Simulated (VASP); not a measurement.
# Fe (Im-3m) in VASP: a series of runs

Fe is run at these levels: r2SCAN; tasks: single point.

Program: VASP 6.6.1. These are calculated values, not measurements. Logs are shortened: lines on timing, memory, paths and dates and some standing lists are left out, and cuts for length are marked.

### Step 1. The cell of the first run

Symmetry: Im-3m, No. 229, cubic system. Conventional cell: a = 2.878 Å, b = 2.878 Å, c = 2.878 Å, α = 90.00°, β = 90.00°, γ = 90.00°. Within 3.3 Å of Fe (site symmetry m-3m) lie 14 Fe at 2.49 to 2.88 Å.

### Step 2. Single point, r2SCAN, collinear spin, ferromagnetic start

POSCAR

```
Fe
1.0
   -1.4390000000      1.4390000000      1.4390000000
    1.4390000000     -1.4390000000      1.4390000000
    1.4390000000      1.4390000000     -1.4390000000
Fe
1
Direct
    0.0000000000      0.0000000000      0.0000000000
```

INCAR.step1

```
PREC     = Accurate       # precision mode
ENCUT    = 520            # plane-wave cutoff, eV
ISMEAR   = 0              # smearing method
SIGMA    = 0.1            # smearing width, eV
LREAL    = False          # projectors in reciprocal space
LASPH    = True           # aspherical terms in the spheres
NELM     = 150            # most SCF steps
ISPIN    = 2              # spin polarisation
MAGMOM   = 0.6            # initial moments
NUPDOWN  = 0.6            # fixed moment
LMAXMIX  = 4              # l up to which the mixer works
NBANDS   = 14             # bands
GGA      = PE             # functional
ALGO     = Normal         # electronic algorithm
EDIFF    = 1E-4           # SCF threshold, eV
LWAVE    = True           # write WAVECAR
LCHARG   = False          # write CHGCAR
```

INCAR.step2

```
PREC     = Accurate       # precision mode
ENCUT    = 520            # plane-wave cutoff, eV
EDIFF    = 1E-6           # SCF threshold, eV
ISMEAR   = 0              # smearing method
SIGMA    = 0.1            # smearing width, eV
LREAL    = False          # projectors in reciprocal space
LASPH    = True           # aspherical terms in the spheres
NELM     = 150            # most SCF steps
ALGO     = Normal         # electronic algorithm
ISIF     = 2              # what is computed and relaxed
LWAVE    = False          # write WAVECAR
LCHARG   = False          # write CHGCAR
ISPIN    = 2              # spin polarisation
MAGMOM   = 0.6            # initial moments
LORBIT   = 11             # projections on sites
NUPDOWN  = 0.6            # fixed moment
LMAXMIX  = 4              # l up to which the mixer works
METAGGA  = R2SCAN         # meta-GGA
LMIXTAU  = True         
NBANDS   = 14             # bands
ISTART   = 1
```

KPOINTS

```
Automatic mesh
0
Gamma
  13 13 13
```

Potentials or basis: VASP PAW PBE potentials, release 64 (Fe).

Command:

```sh
$ cat potpaw_PBE.64/Fe/POTCAR > POTCAR
$ cp INCAR.step1 INCAR
$ mpirun -np 1 vasp_std > vasp.out
$ cp INCAR.step2 INCAR
$ mpirun -np 1 vasp_std > vasp.out
```

OUTCAR:

```text
PREC = Accurate
   ENCUT = 520
   EDIFF = 1E-6
   ISMEAR = 0
   LREAL = False
   LASPH = True
   NELM = 150
   ISIF = 2
   ISPIN = 2
   LORBIT = 11
   NUPDOWN = 0.6
   METAGGA = R2SCAN
   ISTART = 1

 ion  position               nearest neighbor table
   1  0.000  0.000  0.000-

  LATTYP: Found a body centered cubic cell.
 ALAT       =     2.8780000000

  Lattice vectors:

 A1 = (  -1.4390000000,   1.4390000000,   1.4390000000)
 A2 = (   1.4390000000,  -1.4390000000,   1.4390000000)
 A3 = (   1.4390000000,   1.4390000000,  -1.4390000000)

Analysis of symmetry for initial positions (statically):
=====================================================================
 Subroutine PRICEL returns:
 Original cell was already a primitive cell.

 Routine SETGRP: Setting up the symmetry group for a
 body centered cubic supercell.

 Subroutine GETGRP returns: Found 48 space group operations
 (whereof 48 operations were pure point group operations)
 out of a pool of 48 trial point group operations.

The static configuration has the point symmetry O_h .

Analysis of symmetry for dynamics (positions and initial velocities):
=====================================================================
 Subroutine PRICEL returns:
 Original cell was already a primitive cell.

 Routine SETGRP: Setting up the symmetry group for a
 body centered cubic supercell.

 Subroutine GETGRP returns: Found 48 space group operations
 (whereof 48 operations were pure point group operations)
 out of a pool of 48 trial point group operations.

The dynamic configuration has the point symmetry O_h .

Analysis of structural, dynamic, and magnetic symmetry:
=====================================================================
 Subroutine PRICEL returns:
 Original cell was already a primitive cell.

 Routine SETGRP: Setting up the symmetry group for a
 body centered cubic supercell.

 Subroutine GETGRP returns: Found 48 space group operations
 (whereof 48 operations were pure point group operations)
 out of a pool of 48 trial point group operations.

The overall configuration has the point symmetry O_h .

 Subroutine INISYM returns: Found 48 space group operations
 (whereof 48 operations are pure point group operations),
 and found     1 'primitive' translations

----------------------------------------------------------------------------------------

                                     Primitive cell

  volume of cell :      11.9191

  direct lattice vectors                    reciprocal lattice vectors
    -1.439000000  1.439000000  1.439000000     0.000000000  0.347463516  0.347463516
     1.439000000 -1.439000000  1.439000000     0.347463516  0.000000000  0.347463516
     1.439000000  1.439000000 -1.439000000     0.347463516  0.347463516  0.000000000

  length of vectors
     2.492421112  2.492421112  2.492421112     0.491387617  0.491387617  0.491387617

  position of ions in fractional coordinates (direct lattice)
     0.000000000  0.000000000  0.000000000

  ion indices of the primitive-cell ions
   primitive index   ion index
                 1           1

----------------------------------------------------------------------------------------

 KPOINTS: Automatic mesh

Automatic generation of k-mesh.
 Grid dimensions read from file:
 generate k-points for:   13   13   13

 Generating k-lattice:

  Cartesian coordinates                     Fractional coordinates (reciprocal lattice)
     0.000000000  0.026727963  0.026727963     0.076923077  0.000000000  0.000000000
     0.026727963  0.000000000  0.026727963     0.000000000  0.076923077  0.000000000
     0.026727963  0.026727963  0.000000000     0.000000000  0.000000000  0.076923077

  Length of vectors
     0.037799047  0.037799047  0.037799047

  Shift w.r.t. Gamma in fractional coordinates (k-lattice)
     0.000000000  0.000000000  0.000000000

 Subroutine IBZKPT returns following result:
 ===========================================

 Found     84 irreducible k-points:

 Following reciprocal coordinates:
            Coordinates               Weight
  0.000000  0.000000  0.000000      1.000000
  0.076923  0.000000  0.000000     12.000000
  0.153846  0.000000  0.000000     12.000000
  0.230769  0.000000  0.000000     12.000000
  0.307692  0.000000  0.000000     12.000000
  0.384615  0.000000  0.000000     12.000000
[... 16 lines left out ...]
  0.153846  0.076923  0.076923     24.000000
  0.230769  0.076923  0.076923     24.000000
 [... further k-points ...]
   k-points           NKPTS =     84   k-points in BZ     NKDIM =     84   number of bands    NBANDS=     14
   number of dos      NEDOS =    301   number of ions     NIONS =      1
   total plane-waves  NPLWV =   8000
   dimension x,y,z NGX =    20 NGY =   20 NGZ =   20
   dimension x,y,z NGXF=    40 NGYF=   40 NGZF=   40
   ions per type =               1
   NGX,Y,Z   is equivalent  to a cutoff of  13.34, 13.34, 13.34 a.u.
[... 26 lines left out ...]
  volume/ion in A,a.u.               =      11.92        80.43
  Fermi-wavevector in a.u.,A,eV,Ry     =   1.433367  2.708671 27.953723  2.054541
  Thomas-Fermi vector in A             =   2.552893
   LORBIT       =     11    0 simple, 1 ext, 2 COOP (PROOUT), +10 PAW based schemes
   METAGGA = R2SCAN    functional components
   LHFCALC =     F    Hartree Fock is set to
   AEXX    =    0.0000 exact exchange contribution
   IVDW    =     0    specifies the selected vdW correction
   LEPSILON=     F    determine dielectric tensor
   LRPA    =     F    only Hartree local field effects (RPA)
 spin polarized calculation
 Gauss-broadening in eV      SIGMA  =   0.10
  energy-cutoff  :      520.00
  volume of cell :       11.92
 maximum number of plane-waves:       333
   NGX =  9   NGY =  9   NGZ =  9

 number of electron       7.9999996 magnetization       0.6000000

 Free energy of the ion-electron system (eV)
  ---------------------------------------------------
  ext. energy  EPLUGINS =         0.00000000
  ---------------------------------------------------
  free energy    TOTEN  =       -13.36280387 eV

  energy without entropy =      -13.35327703  energy(sigma->0) =      -13.35804045

 E-fermi :   5.9145     XC(G=0): -13.9712

 val. band max:        5.9116415349   @ k =  -0.3077   0.3846   0.0769
 cond. band min:       4.8007310634   @ k =  -0.4615   0.4615   0.3077
 fundamental gap:     -1.1109104714
 Fermi energy:         4.7794476791

 spin component 1

 k-point     1 :       0.0000    0.0000    0.0000
  band No.  band energies     occupation
      1      -3.1114      1.00000
      2       3.8202      1.00000
      3       3.8202      1.00000
      4       3.8202      1.00000
      5       4.1368      1.00000
      6       4.1368      1.00000
      7      30.9369      0.00000
      8      30.9369      0.00000
      9      30.9370      0.00000
     10      35.6484      0.00000
     11      35.6484      0.00000
     12      37.9931      0.00000
     13      37.9931      0.00000
     14      37.9931      0.00000
[... 375 lines left out ...]
 k-point    24 :       0.2308    0.0769    0.0769
  band No.  band energies     occupation
      1       0.4507      1.00000
      2       2.9227      1.00000
      3       3.0097      1.00000
      4       4.2856      1.00000
      5       4.3996      1.00000
      6       6.1576      0.00000
      7      18.9282      0.00000
      8      23.0487      0.00000
      9      24.9891      0.00000
     10      32.5704      0.00000
     11      36.5264      0.00000
     12      38.8960      0.00000
     13      40.7913      0.00000
     14      44.2539      0.00000

 [... further k-points ...]

 spin component 2

 k-point     1 :       0.0000    0.0000    0.0000
  band No.  band energies     occupation
      1      -3.5866      1.00000
      2       3.7392      1.00000
      3       3.7395      1.00000
      4       3.7395      1.00000
      5       6.8608      0.00000
      6       6.8608      0.00000
      7      30.6027      0.00000
      8      30.6027      0.00000
      9      30.6027      0.00000
     10      36.0962      0.00000
     11      36.0963      0.00000
     12      37.9850      0.00000
     13      37.9850      0.00000
     14      37.9853      0.00000
[... 375 lines left out ...]
 k-point    24 :       0.2308    0.0769    0.0769
  band No.  band energies     occupation
      1       0.1366      1.00000
      2       2.8563      1.00000
      3       3.2407      1.00000
      4       6.0895      0.00666
      5       6.4972      0.00000
      6       6.9456      0.00000
      7      19.0163      0.00000
      8      23.0344      0.00000
      9      25.2764      0.00000
     10      32.3819      0.00000
     11      36.8791      0.00000
     12      39.2225      0.00000
     13      41.0632      0.00000
     14      44.6079      0.00000

 [... further k-points ...]

------------------------ aborting loop because EDIFF is reached ----------------------------------------

  FORCE on cell =-STRESS in cart. coord.  units (eV):
  Direction    XX          YY          ZZ          XY          YZ          ZX
  --------------------------------------------------------------------------------------
  -------------------------------------------------------------------------------------
  Total       -1.7555152     -1.7555152     -1.7555152      0.0000000      0.0000000      0.0000000
  in kB     -235.9787009   -235.9787009   -235.9787009      0.0000000      0.0000000      0.0000000
  external PRESSURE =    -235.9787009 kB  Pullay stress =       0.0000000 kB

 VOLUME and BASIS-vectors are now :
 -----------------------------------------------------------------------------
  energy-cutoff  :      520.00
  volume of cell :       11.92
      direct lattice vectors                 reciprocal lattice vectors
    -1.439000000  1.439000000  1.439000000     0.000000000  0.347463516  0.347463516
     1.439000000 -1.439000000  1.439000000     0.347463516  0.000000000  0.347463516
     1.439000000  1.439000000 -1.439000000     0.347463516  0.347463516  0.000000000

 POSITION                                       TOTAL-FORCE (eV/Angst)
 -----------------------------------------------------------------------------------
      0.00000      0.00000      0.00000         0.000000      0.000000      0.000000
 -----------------------------------------------------------------------------------
    total drift:                               -0.000000     -0.000000      0.000000

  FREE ENERGIE OF THE ION-ELECTRON SYSTEM (eV)
  ---------------------------------------------------
  free  energy   TOTEN  =       -13.3628038734 eV

  energy  without entropy=      -13.3532770341  energy(sigma->0) =      -13.35804045

 total charge

# of ion       s       p       d       tot
------------------------------------------
    1        0.468   0.505   6.211   7.184

 magnetization (x)

# of ion       s       p       d       tot
------------------------------------------
    1       -0.007  -0.082   0.743   0.654
```

Run time: 3.5 min. Hardware: 1 thread of AMD EPYC 7R13, shared host; peak memory 0.12 GiB.

What came out:

- Free energy: -13.3628 eV
- Pressure: -23.6 GPa
- Net moment: 0.60 μB per cell
- Site moments: Fe +0.65 μB
- Valence electrons inside the program's atomic spheres: Fe 7.18

Caveat: the PAW data sets were made with another functional, which shifts forces and pressure a little; the total moment is fixed, so each spin has its own Fermi level.

### Step 3. Single point, r2SCAN, collinear spin, ferromagnetic start

POSCAR is that of step 2.

INCAR.step1

```
SYSTEM = Fe
ALGO = Normal
EDIFF = 1E-4
ENCUT = 520
GGA = PE
ISMEAR = 0
ISPIN = 2
LASPH = .True.
LCHARG = .False.
LMAXMIX = 4
LREAL = .False.
LWAVE = .True.
MAGMOM = 1.8
NBANDS = 14
NELM = 150
NUPDOWN = 1.8
PREC = Accurate
SIGMA = 0.1
```

INCAR.step2

```
SYSTEM = Fe
ALGO = Normal
EDIFF = 1E-6
ENCUT = 520
ISIF = 2
ISMEAR = 0
ISPIN = 2
ISTART = 1
LASPH = .True.
LCHARG = .False.
LMAXMIX = 4
LMIXTAU = .True.
LORBIT = 11
LREAL = .False.
LWAVE = .False.
MAGMOM = 1.8
METAGGA = R2SCAN
NBANDS = 14
NELM = 150
NUPDOWN = 1.8
PREC = Accurate
SIGMA = 0.1
```

KPOINTS

```
k-points
0
Gamma
  13 13 13
  0 0 0
```

Potentials or basis: VASP PAW PBE potentials, release 64 (Fe).

Command:

```sh
$ cat potpaw_PBE.64/Fe/POTCAR > POTCAR
$ cp INCAR.step1 INCAR
$ mpirun -np 1 vasp_std > vasp.out
$ cp INCAR.step2 INCAR
$ mpirun -np 1 vasp_std > vasp.out
```

Wall time 3.3 min (1 thread of AMD EPYC 7R13, shared host); peak memory 0.12 GiB.

Results (log left out):

```yaml
Free_energy: -14.0689 eV
Pressure: -19.2 GPa
Net_moment: 1.80 μB per cell
Site_moments: Fe +1.87 μB
Valence_electrons_inside_the_program's_atomic_spheres: Fe 7.18
```

Caveat: the PAW data sets were made with another functional, which shifts forces and pressure a little; the total moment is fixed, so each spin has its own Fermi level.

### Step 4. Single point, r2SCAN, collinear spin, ferromagnetic start

POSCAR is that of step 3.

INCAR.step1

```
ALGO     = Normal         # electronic algorithm
EDIFF    = 1E-4           # SCF threshold, eV
ENCUT    = 520            # plane-wave cutoff, eV
GGA      = PE             # functional
ISMEAR   = 0              # smearing method
ISPIN    = 2              # spin polarisation
LASPH    = T              # aspherical terms in the spheres
LCHARG   = F              # write CHGCAR
LMAXMIX  = 4              # l up to which the mixer works
LREAL    = F              # projectors in reciprocal space
LWAVE    = T              # write WAVECAR
MAGMOM   = 3              # initial moments
NBANDS   = 14             # bands
NELM     = 150            # most SCF steps
NUPDOWN  = 3.0            # fixed moment
PREC     = Accurate       # precision mode
SIGMA    = 0.1            # smearing width, eV
```

INCAR.step2

```
ALGO     = Normal         # electronic algorithm
EDIFF    = 1E-7           # SCF threshold, eV
ENCUT    = 520            # plane-wave cutoff, eV
ISIF     = 2              # what is computed and relaxed
ISMEAR   = 0              # smearing method
ISPIN    = 2              # spin polarisation
ISTART   = 1            
LASPH    = T              # aspherical terms in the spheres
LCHARG   = F              # write CHGCAR
LMAXMIX  = 4              # l up to which the mixer works
LMIXTAU  = T            
LORBIT   = 11             # projections on sites
LREAL    = F              # projectors in reciprocal space
LWAVE    = F              # write WAVECAR
MAGMOM   = 3              # initial moments
METAGGA  = R2SCAN         # meta-GGA
NBANDS   = 14             # bands
NELM     = 150            # most SCF steps
NUPDOWN  = 3.0            # fixed moment
PREC     = Accurate       # precision mode
SIGMA    = 0.1            # smearing width, eV
```

KPOINTS

```
k-points
0
Gamma
  13 13 13
```

Command:

```sh
$ cat potpaw_PBE.64/Fe/POTCAR > POTCAR
$ cp INCAR.step1 INCAR
$ mpirun -np 1 vasp_std > vasp.out
$ cp INCAR.step2 INCAR
$ mpirun -np 1 vasp_std > vasp.out
```

It took 3.2 min on 1 thread of AMD EPYC 7R13, shared host; peak memory 0.12 GiB.

Results (log left out):

* Free energy: -14.2590 eV
* Pressure: 7.4 GPa
* Net moment: 3.00 μB per cell
* Site moments: Fe +3.04 μB
* Valence electrons inside the program's atomic spheres: Fe 7.16

Caveat: the PAW data sets were made with another functional, which shifts forces and pressure a little; the total moment is fixed, so each spin has its own Fermi level.

### Step 5. Single point, r2SCAN, collinear spin, ferromagnetic start

POSCAR is that of step 4.

INCAR.step1

```
PREC = Accurate ; ENCUT = 520
ISMEAR = 0 ; SIGMA = 0.1
LREAL = False ; LASPH = True
NELM = 150 ; ISPIN = 2
MAGMOM = 4.19 ; NUPDOWN = 4.19
LMAXMIX = 4 ; NBANDS = 14
GGA = PE ; ALGO = Normal
EDIFF = 1E-4 ; LWAVE = True
LCHARG = False
```

INCAR.step2

```
PREC = Accurate ; ENCUT = 520
EDIFF = 1E-6 ; ISMEAR = 0
SIGMA = 0.1 ; LREAL = False
LASPH = True ; NELM = 150
ALGO = Normal ; ISIF = 2
LWAVE = False ; LCHARG = False
ISPIN = 2 ; MAGMOM = 4.19
LORBIT = 11 ; NUPDOWN = 4.19
LMAXMIX = 4 ; METAGGA = R2SCAN
LMIXTAU = True ; NBANDS = 14
ISTART = 1
```

KPOINTS

```
regular mesh
0
Gamma
  13 13 13
```

Command:

```sh
$ cat potpaw_PBE.64/Fe/POTCAR > POTCAR
$ cp INCAR.step1 INCAR
$ mpirun -np 1 vasp_std > vasp.out
$ cp INCAR.step2 INCAR
$ mpirun -np 1 vasp_std > vasp.out
```

Run time: 3.4 min. Hardware: 1 thread of AMD EPYC 7R13, shared host; peak memory 0.12 GiB.

It converged, with:

```
Free energy                                           : -11.9981 eV
Pressure                                              : 61.3 GPa
Net moment                                            : 4.19 μB per cell
Site moments                                          : Fe +4.03 μB
Valence electrons inside the program's atomic spheres : Fe 7.14
```

Caveat: the PAW data sets were made with another functional, which shifts forces and pressure a little; the total moment is fixed, so each spin has its own Fermi level.

### Step 6. Single point, r2SCAN, collinear spin, ferromagnetic start

POSCAR is that of step 5.

INCAR.step1

```
SYSTEM = Fe
PREC = Accurate
ENCUT = 520
ISMEAR = 0
SIGMA = 0.1
LREAL = .False.
LASPH = .True.
NELM = 150
ISPIN = 2
MAGMOM = 0.4
LMAXMIX = 4
NBANDS = 14
GGA = PE
ALGO = Normal
EDIFF = 1E-4
LWAVE = .True.
LCHARG = .False.
```

INCAR.step2

```
SYSTEM = Fe
PREC = Accurate
ENCUT = 520
EDIFF = 1E-6
ISMEAR = 0
SIGMA = 0.1
LREAL = .False.
LASPH = .True.
NELM = 150
ALGO = Normal
ISIF = 2
LWAVE = .False.
LCHARG = .False.
ISPIN = 2
MAGMOM = 0.4
LORBIT = 11
LMAXMIX = 4
METAGGA = R2SCAN
LMIXTAU = .True.
NBANDS = 14
ISTART = 1
```

KPOINTS

```
Automatic mesh
0
Gamma
  13 13 13
  0 0 0
```

Potentials or basis: VASP PAW PBE potentials, release 64 (Fe).

Command:

```sh
$ cat potpaw_PBE.64/Fe/POTCAR > POTCAR
$ cp INCAR.step1 INCAR
$ mpirun -np 1 vasp_std > vasp.out
$ cp INCAR.step2 INCAR
$ mpirun -np 1 vasp_std > vasp.out
```

Wall time 3.7 min (1 thread of AMD EPYC 7R13, shared host); peak memory 0.12 GiB.

It converged, with:

```
Free energy                                           : -14.3646 eV
Pressure                                              : -2.9 GPa
Net moment                                            : 2.65 μB per cell
Site moments                                          : Fe +2.72 μB
Valence electrons inside the program's atomic spheres : Fe 7.17
```

Levels at points of the mesh, in eV from the Fermi level:
Spin up:
| k point | band 3 | band 4 | band 5 | band 6 | band 7 | band 8 |
| --- | --- | --- | --- | --- | --- | --- |
| (0.00, 0.00, 0.00) | -3.07 | -3.07 | -1.90 | -1.90 | 25.50 | 25.50 |
Spin down:
```
           k point  band 1  band 2  band 3  band 4  band 5  band 6  band 7
(0.00, 0.00, 0.00)   -9.08    0.35    0.35    0.35    2.55    2.55   25.12
```

Caveat: the PAW data sets were made with another functional, which shifts forces and pressure a little.

### Step 7. Overview

| fixed moment (μB) | pressure (GPa) | moment (μB) |
| --- | --- | --- |
| 0.6 | -23.6 | 0.60 |
| 1.8 | -19.2 | 1.80 |
| 3.0 | 7.4 | 3.00 |
| 4.19 | 61.3 | 4.19 |
| - | -2.9 | 2.65 |

Alike in all rows: task single point; level r2SCAN; potentials or basis VASP PAW PBE potentials, release 64 (Fe); spin collinear, ferromagnetic start; cell as given; k mesh 13 × 13 × 13; cutoff (eV) 520; smearing gaussian 0.1 eV.

Caveats: the PAW data sets were made with another functional, which shifts forces and pressure a little; the total moment is fixed, so each spin has its own Fermi level (some runs).

Absolute energies hang on the potentials; compare differences alone.
